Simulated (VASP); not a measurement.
# La (P6_3/mmc) in VASP: further runs

The runs below take La through single point, with LDA.

Program: VASP 6.6.1. These are calculated values, not measurements. Logs are shortened: lines on timing, memory, paths and dates and some standing lists are left out, and cuts for length are marked.

### Step 1. The cell of the first run

The structure is hexagonal, space group P6_3/mmc (No. 194). The conventional cell has a = 3.600 Å, b = 3.600 Å, c = 11.552 Å, α = 90.00°, β = 90.00°, γ = 120.00°. La (site symmetry -3m) has 12 La at 3.56 to 3.60 Å within 4.7 Å. La (site symmetry -6m2) has 12 La at 3.56 to 3.60 Å within 4.7 Å.

### Step 2. Single point, LDA

Input file INCAR:

```
SYSTEM = La
ALGO = Normal ; EDIFF = 1E-7
ENCUT = 520 ; GGA = CA
ISIF = 2 ; ISMEAR = -1
LASPH = .True. ; LCHARG = .True.
LELF = .True. ; LREAL = .False.
LVHAR = .True. ; LWAVE = .False.
NBANDS = 30 ; NELM = 80
PREC = Accurate ; SIGMA = 0.1
```

Input file KPOINTS:

```
k-points
0
Gamma
  10 10 3
  0 0 0
```

Input file POSCAR:

```
La
1.0
    3.5996230182      0.0000000000      0.0000000000
   -1.7998115091      3.1173649778      0.0000000000
    0.0000000000      0.0000000000     11.5524372057
La
4
Direct
    0.0000000000      1.0000000000      0.0000000000
    1.0000000000      1.0000000000      0.5000000000
    0.3333333333      0.6666666667      0.7500000000
    0.6666666667      0.3333333333      0.2500000000
```

Potentials or basis: VASP PAW LDA potentials, release 64 (La).

The run is started by

```console
$ cat potpaw_LDA.64/La/POTCAR > POTCAR
$ mpirun -np 1 vasp_std > vasp.out
```

OUTCAR:

```text
SYSTEM = La
   EDIFF = 1E-7
   ENCUT = 520
   GGA = CA
   ISIF = 2
   ISMEAR = -1
   LASPH = .True.
   LREAL = .False.
   NELM = 80
   PREC = Accurate

 ion  position               nearest neighbor table
   1  0.000  0.000  0.000-   3 3.56   4 3.56   3 3.56   4 3.56   4 3.56   3 3.56
   2  0.000  0.000  0.500-   3 3.56   4 3.56   3 3.56   4 3.56   4 3.56   3 3.56
   3  0.333  0.667  0.750-   1 3.56   2 3.56   1 3.56   2 3.56   1 3.56   2 3.56
   4  0.667  0.333  0.250-   1 3.56   2 3.56   1 3.56   2 3.56   1 3.56   2 3.56

  LATTYP: Found a hexagonal cell.
 ALAT       =     3.5996230182
 C/A-ratio  =     3.2093464086

  Lattice vectors:

 A1 = (   3.5996230182,   0.0000000000,   0.0000000000)
 A2 = (  -1.7998115091,   3.1173649778,   0.0000000000)
 A3 = (   0.0000000000,   0.0000000000,  11.5524372057)

Analysis of symmetry for initial positions (statically):
=====================================================================
 Subroutine PRICEL returns:
 Original cell was already a primitive cell.

 Routine SETGRP: Setting up the symmetry group for a
 hexagonal supercell.

 Subroutine GETGRP returns: Found 24 space group operations
 (whereof 12 operations were pure point group operations)
 out of a pool of 24 trial point group operations.

The static configuration has the point symmetry D_3d.
 The point group associated with its full space group is D_6h.

Analysis of symmetry for dynamics (positions and initial velocities):
=====================================================================
 Subroutine PRICEL returns:
 Original cell was already a primitive cell.

 Routine SETGRP: Setting up the symmetry group for a
 hexagonal supercell.

 Subroutine GETGRP returns: Found 24 space group operations
 (whereof 12 operations were pure point group operations)
 out of a pool of 24 trial point group operations.

The dynamic configuration has the point symmetry D_3d.
 The point group associated with its full space group is D_6h.

 Subroutine INISYM returns: Found 24 space group operations
 (whereof 12 operations are pure point group operations),
 and found     1 'primitive' translations

----------------------------------------------------------------------------------------

                                     Primitive cell

  volume of cell :     129.6338

  direct lattice vectors                    reciprocal lattice vectors
     3.599623018  0.000000000  0.000000000     0.277806869  0.160391871  0.000000000
    -1.799811509  3.117364978  0.000000000     0.000000000  0.320783741  0.000000000
     0.000000000  0.000000000 11.552437206     0.000000000  0.000000000  0.086561821

  length of vectors
     3.599623018  3.599623018 11.552437206     0.320783741  0.320783741  0.086561821

  position of ions in fractional coordinates (direct lattice)
     0.000000000  0.000000000  0.000000000
     0.000000000  0.000000000  0.500000000
     0.333333333  0.666666667  0.750000000
     0.666666667  0.333333333  0.250000000

  ion indices of the primitive-cell ions
   primitive index   ion index
                 1           1
                 2           2
                 3           3
                 4           4

----------------------------------------------------------------------------------------

 KPOINTS: k-points

Automatic generation of k-mesh.
 Grid dimensions read from file:
 generate k-points for:   10   10    3

 Generating k-lattice:

  Cartesian coordinates                     Fractional coordinates (reciprocal lattice)
     0.027780687  0.016039187  0.000000000     0.100000000  0.000000000  0.000000000
     0.000000000  0.032078374  0.000000000     0.000000000  0.100000000  0.000000000
     0.000000000  0.000000000  0.028853940     0.000000000  0.000000000  0.333333333

  Length of vectors
     0.032078374  0.032078374  0.028853940

  Shift w.r.t. Gamma in fractional coordinates (k-lattice)
     0.000000000  0.000000000  0.000000000

 Subroutine IBZKPT returns following result:
 ===========================================

 Found     28 irreducible k-points:

 Following reciprocal coordinates:
            Coordinates               Weight
  0.000000  0.000000  0.000000      1.000000
  0.100000  0.000000  0.000000      6.000000
  0.200000  0.000000  0.000000      6.000000
  0.300000  0.000000  0.000000      6.000000
  0.400000  0.000000  0.000000      6.000000
  0.500000  0.000000  0.000000      3.000000
[... 16 lines left out ...]
  0.300000  0.100000  0.333333     24.000000
  0.400000  0.100000  0.333333     24.000000
 [... further k-points ...]
   k-points           NKPTS =     28   k-points in BZ     NKDIM =     28   number of bands    NBANDS=     30
   number of dos      NEDOS =    301   number of ions     NIONS =      4
   total plane-waves  NPLWV =  70560
   dimension x,y,z NGX =    28 NGY =   28 NGZ =   90
   dimension x,y,z NGXF=    56 NGYF=   56 NGZF=  180
   ions per type =               4
   NGX,Y,Z   is equivalent  to a cutoff of  12.93, 12.93, 12.95 a.u.
   NGXF,Y,Z  is equivalent  to a cutoff of  25.86, 25.86, 25.90 a.u.
 SYSTEM =  La
   PREC   = accura    normal or accurate (medium, high low for compatibility)
   ISTART =      0    job   : 0-new  1-cont  2-samecut
   ICHARG =      2    charge: 1-file 2-atom 10-const
   ISPIN  =      1    spin polarized calculation?
   LNONCOLLINEAR =      F non collinear calculations
   LSORBIT =      F    spin-orbit coupling
   LASPH  =      T    aspherical Exc in radial PAW
   ENCUT  =  520.0 eV  38.22 Ry    6.18 a.u.   6.69  6.69 21.48*2*pi/ulx,y,z
   NELM   =     80;   NELMIN=  2; NELMDL= -5     # of ELM steps
   EDIFF  = 0.1E-06   stopping-criterion for ELM
   LREAL  =      F    real-space projection
   EDIFFG = 0.1E-05   stopping-criterion for IOM
   NSW    =      0    number of steps for IOM
   IBRION =     -1    ionic relax: 0-MD 1-quasi-New 2-CG
   NFREE  =      0    steps in history (QN), initial steepest desc. (CG)
   ISIF   =      2    stress and relaxation
   ISYM   =      2    0-nonsym 1-usesym 2-fastsym
   POTIM  = 0.5000    time-step for ionic-motion
   TEBEG  =    0.0;   TEEND  =   0.0 temperature during run
   PSTRESS=    0.0 pullay stress
   NELECT =      44.0000    total number of electrons
   NUPDOWN=      -1.0000    fix difference up-down
   EMIN   =  10.00;   EMAX   =-10.00  energy-range for DOS
   EFERMI =   0.00;   METHOD = LEGACY
   ISMEAR =    -1;   SIGMA  =   0.10  broadening in eV -4-tet -1-fermi 0-gaus
   EFERMI_NEDOS =   21; number of points for ismear=-14 and -15
   IALGO  =     38    algorithm
   IMIX   =      4    mixing-type and parameters
     AMIX     =   0.40;   BMIX     =  1.00
     AMIX_MAG =   1.60;   BMIX_MAG =  1.00
  volume/ion in A,a.u.               =      32.41       218.70
  Fermi-wavevector in a.u.,A,eV,Ry     =   1.141965  2.158002 17.743154  1.304085
  Thomas-Fermi vector in A             =   2.278664
   LORBIT       =      0    0 simple, 1 ext, 2 COOP (PROOUT), +10 PAW based schemes
   GGA     = CA    functional components
   LHFCALC =     F    Hartree Fock is set to
   AEXX    =    0.0000 exact exchange contribution
   IVDW    =     0    specifies the selected vdW correction
   LEPSILON=     F    determine dielectric tensor
   LRPA    =     F    only Hartree local field effects (RPA)
 non-spin polarized calculation
  energy-cutoff  :      520.00
  volume of cell :      129.63
 maximum number of plane-waves:      3523
 NGX is ok and might be reduce to    28
   NGX = 13   NGY = 13   NGZ = 43

 number of electron      44.0000002 magnetization

 Free energy of the ion-electron system (eV)
  ---------------------------------------------------
  ext. energy  EPLUGINS =         0.00000000
  ---------------------------------------------------
  free energy    TOTEN  =       -22.41937655 eV

  energy without entropy =      -22.21236143  energy(sigma->0) =      -22.31586899

 E-fermi :   9.0682     XC(G=0): -10.3290

 val. band max:        9.0375756798   @ k =   0.1000   0.1000   0.3333
 cond. band min:       9.0926106162   @ k =   0.3000   0.2000   0.0000
 fundamental gap:      0.0550349365
 Fermi energy:         9.0682180403

 k-point     1 :       0.0000    0.0000    0.0000
  band No.  band energies     occupation
      1     -23.5728      2.00000
      2     -23.3998      2.00000
      3     -23.3973      2.00000
      4     -23.2143      2.00000
      5      -8.3050      2.00000
      6      -7.3314      2.00000
[... 22 lines left out ...]
     29      10.5038      0.00000
     30      10.6134      0.00000

 k-point     2 :       0.1000    0.0000    0.0000
  band No.  band energies     occupation
      1     -23.5463      2.00000
      2     -23.3800      2.00000
      3     -23.3775      2.00000
      4     -23.2022      2.00000
      5      -8.2455      2.00000
      6      -7.3537      2.00000
[... 22 lines left out ...]
     29      10.6776      0.00000
     30      10.6974      0.00000

 k-point     3 :       0.2000    0.0000    0.0000
  band No.  band energies     occupation
      1     -23.4738      2.00000
      2     -23.3275      2.00000
      3     -23.3251      2.00000
      4     -23.1720      2.00000
      5      -8.0785      2.00000
      6      -7.4885      2.00000
[... 22 lines left out ...]
     29      10.6140      0.00000
     30      10.7188      0.00000

 k-point     4 :       0.3000    0.0000    0.0000
  band No.  band energies     occupation
      1     -23.3763      2.00000
      2     -23.2612      2.00000
      3     -23.2590      2.00000
      4     -23.1402      2.00000
      5      -7.8944      2.00000
      6      -7.8061      2.00000
[... 616 lines left out ...]
     29      10.5999      0.00000
     30      10.7719      0.00000

 k-point    23 :       0.3000    0.1000    0.3333
  band No.  band energies     occupation
      1     -23.3032      2.00000
      2     -23.2693      2.00000
      3     -23.1752      2.00000
      4     -23.1403      2.00000
      5      -7.9626      2.00000
      6      -7.8558      2.00000
[... 22 lines left out ...]
     29      10.6249      0.00000
     30      10.6642      0.00000

 k-point    24 :       0.4000    0.1000    0.3333
  band No.  band energies     occupation
      1     -23.2361      2.00000
      2     -23.2144      2.00000
      3     -23.1546      2.00000
      4     -23.1325      2.00000
      5      -8.1181      2.00000
      6      -8.0733      2.00000
[... 22 lines left out ...]
     29      10.8630      0.00000
     30      10.9100      0.00000

 [... further k-points ...]

------------------------ aborting loop because EDIFF is reached ----------------------------------------

  FORCE on cell =-STRESS in cart. coord.  units (eV):
  Direction    XX          YY          ZZ          XY          YZ          ZX
  --------------------------------------------------------------------------------------
  -------------------------------------------------------------------------------------
  Total       -0.0732718     -0.0732718     -0.0797844      0.0000000     -0.0000000      0.0000000
  in kB       -0.9055842     -0.9055842     -0.9860754      0.0000000     -0.0000000      0.0000000
  external PRESSURE =      -0.9324146 kB  Pullay stress =       0.0000000 kB

 VOLUME and BASIS-vectors are now :
 -----------------------------------------------------------------------------
  energy-cutoff  :      520.00
  volume of cell :      129.63
      direct lattice vectors                 reciprocal lattice vectors
     3.599623018  0.000000000  0.000000000     0.277806869  0.160391871  0.000000000
    -1.799811509  3.117364978  0.000000000     0.000000000  0.320783741  0.000000000
     0.000000000  0.000000000 11.552437206     0.000000000  0.000000000  0.086561821

 POSITION                                       TOTAL-FORCE (eV/Angst)
 -----------------------------------------------------------------------------------
      0.00000      0.00000      0.00000        -0.000000      0.000000      0.000000
      0.00000      0.00000      5.77622        -0.000000      0.000000      0.000000
     -0.00000      2.07824      8.66433         0.000000      0.000000     -0.000000
      1.79981      1.03912      2.88811        -0.000000     -0.000000      0.000000
 -----------------------------------------------------------------------------------
    total drift:                               -0.000000      0.000000      0.000000

  FREE ENERGIE OF THE ION-ELECTRON SYSTEM (eV)
  ---------------------------------------------------
  free  energy   TOTEN  =       -22.4193765527 eV

  energy  without entropy=      -22.2123614335  energy(sigma->0) =      -22.31586899
```

Run time: 2.2 min. Hardware: 1 thread of Intel Xeon 6975P-C, shared host; peak memory 0.27 GiB.

What came out:

| Quantity | Value |
| --- | --- |
| Free energy | -22.4194 eV |
| Pressure | -0.1 GPa |
| Band gap on the k mesh | zero (band 22 reaches 9.96 eV, above the bottom of band 23 at 8.85 eV) |

Levels at points of the mesh, in eV from the Fermi level:
```tsv
k point	band 20	band 21	band 22	band 23	band 24	band 25
(0.00, 0.00, 0.00)	-1.71	0.60	0.77	1.23	1.25	1.25
(0.50, 0.00, 0.00)	-1.26	-0.85	-0.28	-0.22	0.48	1.13
```

Caveat: spin-orbit coupling is left out, which moves the levels of the heavy elements.

(Part 1 of 2 ends here.)
